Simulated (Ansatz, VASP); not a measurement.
One calculation of SnO, two programs

```
Sn O
1.0
     0.00000    0.00000   -4.22197
    -3.35500    0.00000    0.00000
    -0.33550   11.34821    0.00000
Sn O
4 4
Direct
  0.48686 0.91340 0.86595
  0.48686 0.96340 0.36595
  0.98686 0.48660 0.13405
  0.98686 0.43660 0.63405
  0.26314 0.98044 0.19562
  0.26314 0.93044 0.69563
  0.76314 0.41956 0.80437
  0.76314 0.46956 0.30438
```

Alike in both runs: task single point; functional PBEsol; k mesh 6 × 8 × 3; occupations gaussian, width 0.05 eV; no spin polarisation.

|  | VASP | Ansatz |
| --- | --- | --- |
| version | VASP 6.6.1 | Ansatz 0.2.0 |
| potentials or method | VASP PAW PBE potentials, release 64 (Sn_d, O), cutoff 520 eV | scalar-relativistic, plane waves, PAW |
| valence electrons in the cell | 80 | 80 |

|  | VASP | Ansatz | Ansatz less VASP |
| --- | --- | --- | --- |
| gap on the k mesh at the Fermi level (eV) | 1.33 | 1.34 | +0.011 |
| least direct gap on the mesh (eV) | 1.79 | 1.81 | +0.013 |
| pressure (GPa) | -2.9 | -3.1 | -0.19 |
| traceless stress, the component that is largest in VASP (GPa) | -0.63 | -0.66 | -0.033 |
| rms of the force components (eV/Å) | 0.156 | 0.188 | +0.0316 |

VASP's potentials were made for PBE, not for PBEsol. Atom by atom the forces differ by 0.033 eV/Å (rms over components).
